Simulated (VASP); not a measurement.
# Ta (P6_3/mmc) in VASP: notebook, part 2 of 2

VASP 6.6.1. Earlier steps stand in the parts before.

### Step 3. Single point, revPBE (volume scaled by 0.96)

Input file INCAR:

```
SYSTEM = Ta
ALGO = Normal
EDIFF = 1E-6
ENCUT = 520
GGA = RE
ISIF = 2
ISMEAR = -1
LASPH = .True.
LCHARG = .False.
LREAL = .False.
LWAVE = .False.
NBANDS = 18
NELM = 60
PREC = Accurate
SIGMA = 0.1
```

Input file KPOINTS:

```
k-points
0
Gamma
  14 14 7
  0 0 0
```

Input file POSCAR:

```
Ta
1.0
    2.8727232464      0.0000000000      0.0000000000
   -1.4363616232      2.4878513094      0.0000000000
    0.0000000000      0.0000000000      5.0987480805
Ta
2
Direct
    0.3333333333      0.6666666667      0.2500000000
    0.6666666667      0.3333333333      0.7500000000
```

Potentials or basis: VASP PAW PBE potentials, release 64 (Ta_pv).

Launch:

```console
cat potpaw_PBE.64/Ta_pv/POTCAR > POTCAR
mpirun -np 1 vasp_std > vasp.out
```

OUTCAR:

```text
SYSTEM = Ta
   EDIFF = 1E-6
   ENCUT = 520
   GGA = RE
   ISIF = 2
   ISMEAR = -1
   LASPH = .True.
   LREAL = .False.
   NELM = 60
   PREC = Accurate

 ion  position               nearest neighbor table
   1  0.333  0.667  0.250-   2 3.04   2 3.04   2 3.04   2 3.04   2 3.04   2 3.04
   2  0.667  0.333  0.750-   1 3.04   1 3.04   1 3.04   1 3.04   1 3.04   1 3.04

  LATTYP: Found a hexagonal cell.
 ALAT       =     2.8727232464
 C/A-ratio  =     1.7748831486

  Lattice vectors:

 A1 = (   2.8727232464,   0.0000000000,   0.0000000000)
 A2 = (  -1.4363616232,   2.4878513094,   0.0000000000)
 A3 = (   0.0000000000,   0.0000000000,   5.0987480805)

Analysis of symmetry for initial positions (statically):
=====================================================================
 Subroutine PRICEL returns:
 Original cell was already a primitive cell.

 Routine SETGRP: Setting up the symmetry group for a
 hexagonal supercell.

 Subroutine GETGRP returns: Found 24 space group operations
 (whereof 12 operations were pure point group operations)
 out of a pool of 24 trial point group operations.

The static configuration has the point symmetry D_3d.
 The point group associated with its full space group is D_6h.

Analysis of symmetry for dynamics (positions and initial velocities):
=====================================================================
 Subroutine PRICEL returns:
 Original cell was already a primitive cell.

 Routine SETGRP: Setting up the symmetry group for a
 hexagonal supercell.

 Subroutine GETGRP returns: Found 24 space group operations
 (whereof 12 operations were pure point group operations)
 out of a pool of 24 trial point group operations.

The dynamic configuration has the point symmetry D_3d.
 The point group associated with its full space group is D_6h.

 Subroutine INISYM returns: Found 24 space group operations
 (whereof 12 operations are pure point group operations),
 and found     1 'primitive' translations

[... 110 lines left out ...]
   EFERMI_NEDOS =   21; number of points for ismear=-14 and -15
   IALGO  =     38    algorithm
   IMIX   =      4    mixing-type and parameters
     AMIX     =   0.40;   BMIX     =  1.00
     AMIX_MAG =   1.60;   BMIX_MAG =  1.00
  volume/ion in A,a.u.               =      18.22       122.96
  Fermi-wavevector in a.u.,A,eV,Ry     =   1.383636  2.614693 26.047648  1.914448
  Thomas-Fermi vector in A             =   2.508215
   LORBIT       =      0    0 simple, 1 ext, 2 COOP (PROOUT), +10 PAW based schemes
   GGA     = RE    functional components
   LHFCALC =     F    Hartree Fock is set to
   AEXX    =    0.0000 exact exchange contribution
   IVDW    =     0    specifies the selected vdW correction
   LEPSILON=     F    determine dielectric tensor
   LRPA    =     F    only Hartree local field effects (RPA)
 non-spin polarized calculation
  energy-cutoff  :      520.00
  volume of cell :       36.44
 maximum number of plane-waves:      1003
 NGX is ok and might be reduce to    24
   NGX = 11   NGY = 11   NGZ = 19

 number of electron      22.0000000 magnetization

 Free energy of the ion-electron system (eV)
  ---------------------------------------------------
  ext. energy  EPLUGINS =         0.00000000
  ---------------------------------------------------
  free energy    TOTEN  =       -22.28432266 eV

  energy without entropy =      -22.20242551  energy(sigma->0) =      -22.24337409

 E-fermi :   5.8798     XC(G=0): -12.5086

 val. band max:        5.8655265282   @ k =   0.1429   0.0714   0.1429
 cond. band min:       5.9003178182   @ k =   0.3571   0.1429   0.1429
 fundamental gap:      0.0347912900
 Fermi energy:         5.8798329789

 k-point     1 :       0.0000    0.0000    0.0000
  band No.  band energies     occupation
      1     -28.6786      2.00000
      2     -27.7677      2.00000
      3     -27.6573      2.00000
      4     -27.6573      2.00000
      5     -27.5651      2.00000
      6     -27.5651      2.00000
[... 481 lines left out ...]
      5     -28.0780      2.00000
      6     -28.0052      2.00000
[... 10 lines left out ...]
     17      13.4520      0.00000
     18      13.6452      0.00000

 [... further k-points ...]

------------------------ aborting loop because EDIFF is reached ----------------------------------------

  FORCE on cell =-STRESS in cart. coord.  units (eV):
  Direction    XX          YY          ZZ          XY          YZ          ZX
  --------------------------------------------------------------------------------------
  -------------------------------------------------------------------------------------
  Total        2.0243327      2.0243327      1.6887841      0.0000000     -0.0000000      0.0000000
  in kB       89.0042432     89.0042432     74.2511095      0.0000000     -0.0000000      0.0000000
  external PRESSURE =      84.0865319 kB  Pullay stress =       0.0000000 kB

 VOLUME and BASIS-vectors are now :
 -----------------------------------------------------------------------------
  energy-cutoff  :      520.00
  volume of cell :       36.44
      direct lattice vectors                 reciprocal lattice vectors
     2.872723246  0.000000000  0.000000000     0.348101754  0.200976641  0.000000000
    -1.436361623  2.487851309  0.000000000     0.000000000  0.401953282  0.000000000
     0.000000000  0.000000000  5.098748081     0.000000000  0.000000000  0.196126575

 POSITION                                       TOTAL-FORCE (eV/Angst)
 -----------------------------------------------------------------------------------
     -0.00000      1.65857      1.27469         0.000000     -0.000000      0.000000
      1.43636      0.82928      3.82406        -0.000000      0.000000      0.000000
 -----------------------------------------------------------------------------------
    total drift:                                0.000000     -0.000000      0.000000

  FREE ENERGIE OF THE ION-ELECTRON SYSTEM (eV)
  ---------------------------------------------------
  free  energy   TOTEN  =       -22.2843226640 eV

  energy  without entropy=      -22.2024255064  energy(sigma->0) =      -22.24337409
```

OSZICAR:

```text
N       E                     dE             d eps       ncg     rms          rms(c)
DAV:   1     0.171537162652E+03    0.17154E+03   -0.12737E+04  3456   0.127E+03
DAV:   2    -0.188816520861E+02   -0.19042E+03   -0.18742E+03  4170   0.358E+02
DAV:   3    -0.230976253821E+02   -0.42160E+01   -0.41549E+01  4170   0.501E+01
DAV:   4    -0.231279215245E+02   -0.30296E-01   -0.30224E-01  3968   0.444E+00
DAV:   5    -0.231281317265E+02   -0.21020E-03   -0.21019E-03  3872   0.355E-01    0.183E+01
DAV:   6    -0.224928804442E+02    0.63525E+00   -0.67489E-01  3850   0.739E+00    0.908E+00
DAV:   7    -0.222864100490E+02    0.20647E+00   -0.63448E-01  3982   0.681E+00    0.522E-01
DAV:   8    -0.222843476779E+02    0.20624E-02   -0.11142E-02  3786   0.914E-01    0.165E-01
DAV:   9    -0.222843382274E+02    0.94505E-05   -0.34699E-04  3990   0.165E-01    0.603E-02
DAV:  10    -0.222843256490E+02    0.12578E-04   -0.33221E-05  4230   0.446E-02    0.752E-03
DAV:  11    -0.222843235752E+02    0.20738E-05   -0.28412E-06  3370   0.125E-02    0.465E-03
DAV:  12    -0.222843226640E+02    0.91121E-06   -0.21030E-07  1828   0.481E-03
   1 F= -.22284323E+02 E0= -.22243374E+02  d E =-.818972E-01
```

stdout:

```text
POSCAR found type information on POSCAR Ta
 POSCAR found :  1 types and       2 ions
 scaLAPACK will be used
 -----------------------------------------------------------------------------
|                                                                             |
|                                                                             |
|     You enforced a specific xc type in the INCAR file but a different       |
|     I HOPE YOU KNOW WHAT YOU ARE DOING!                                     |
|                                                                             |
 -----------------------------------------------------------------------------

 LDA part: xc-table for (Slater+PW92), standard interpolation
 POSCAR, INCAR and KPOINTS ok, starting setup
 FFT: planning ... GRIDC
 FFT: planning ... GRID_SOFT
 FFT: planning ... GRID
 WAVECAR not read
 entering main loop
```

Wall time 34 s (1 thread of Intel Xeon Platinum 8259CL at 2.50GHz (Skylake/Cascade Lake), shared host); peak memory 0.19 GiB.

What came out:

| Item | Value |
| --- | --- |
| Free energy | -22.2843 eV |
| Pressure | 8.4 GPa |
| Band gap on the k mesh | zero (band 11 reaches 7.08 eV, above the bottom of band 12 at 5.26 eV) |

Levels at points of the mesh, in eV from the Fermi level:
```tsv
k point	band 9	band 10	band 11	band 12	band 13	band 14
(0.00, 0.00, 0.00)	-0.55	-0.02	0.62	0.62	1.22	1.22
(0.50, 0.00, 0.00)	-3.45	-0.43	-0.35	0.56	0.87	5.79
```

Caveat: the cell differs from its parent crystal (volume scaled by 0.96); the PAW data sets were made with another functional, which shifts forces and pressure a little; spin-orbit coupling is left out, which moves the levels of the heavy elements.

### Step 4. Single point, revPBE

This run uses another cell than the first one, of 18.98 Å³/atom, 1.087 times its volume.

Input file INCAR:

```
PREC = Accurate
ENCUT = 520
EDIFF = 1E-6
ISMEAR = -1
SIGMA = 0.1
LREAL = F
LASPH = T
NELM = 100
ALGO = Normal
ISIF = 2
LWAVE = F
LCHARG = F
GGA = RE
NBANDS = 18
```

Input file KPOINTS:

```
regular mesh
0
Gamma
  14 14 7
```

Input file POSCAR:

```
Ta
1.0
    2.9120805103      0.0000000000      0.0000000000
   -1.4560402552      2.5219356998      0.0000000000
    0.0000000000      0.0000000000      5.1686026250
Ta
2
Direct
    0.3333333333      0.6666666667      0.2500000000
    0.6666666667      0.3333333333      0.7500000000
```

Launch:

```console
cat potpaw_PBE.64/Ta_pv/POTCAR > POTCAR
mpirun -np 1 vasp_std > vasp.out
```

It took 36 s on 1 thread of Intel Xeon Platinum 8259CL at 2.50GHz (Skylake/Cascade Lake), shared host; peak memory 0.19 GiB.

The run converged. Its results:

* Free energy: -22.3245 eV
* Pressure: 0.2 GPa
* Band gap on the k mesh: zero (band 11 reaches 6.63 eV, above the bottom of band 12 at 4.95 eV)

Stress tensor (GPa, compression positive):
```
 0.47  0.00  0.00
 0.00  0.47  0.00
 0.00  0.00 -0.24
```

Levels at points of the mesh, in eV from the Fermi level:
| k point | band 9 | band 10 | band 11 | band 12 | band 13 | band 14 |
| --- | --- | --- | --- | --- | --- | --- |
| (0.00, 0.00, 0.00) | -0.49 | -0.13 | 0.62 | 0.62 | 1.19 | 1.19 |
| (0.50, 0.00, 0.00) | -3.25 | -0.50 | -0.32 | 0.52 | 0.87 | 5.51 |

Caveat: the PAW data sets were made with another functional, which shifts forces and pressure a little; spin-orbit coupling is left out, which moves the levels of the heavy elements.

### Step 5. Summary

| cell | gap on the mesh (eV) | pressure (GPa) |
| --- | --- | --- |
| a = 2.832, b = 2.832, c = 5.027 Å, angles 90.0, 90.0, 120.0°, 2 atoms | none | 18.3 |
| a = 2.873, b = 2.873, c = 5.099 Å, angles 90.0, 90.0, 120.0°, 2 atoms | none | 8.4 |
| a = 2.912, b = 2.912, c = 5.169 Å, angles 90.0, 90.0, 120.0°, 2 atoms | none | 0.2 |

Alike in all rows: task single point; level revPBE; potentials or basis VASP PAW PBE potentials, release 64 (Ta_pv); no spin polarisation; k mesh 14 × 14 × 7; cutoff (eV) 520; smearing fermi-dirac 0.1 eV.

Caveats: the PAW data sets were made with another functional, which shifts forces and pressure a little; spin-orbit coupling is left out, which moves the levels of the heavy elements.

Absolute energies hang on the potentials; compare differences alone.
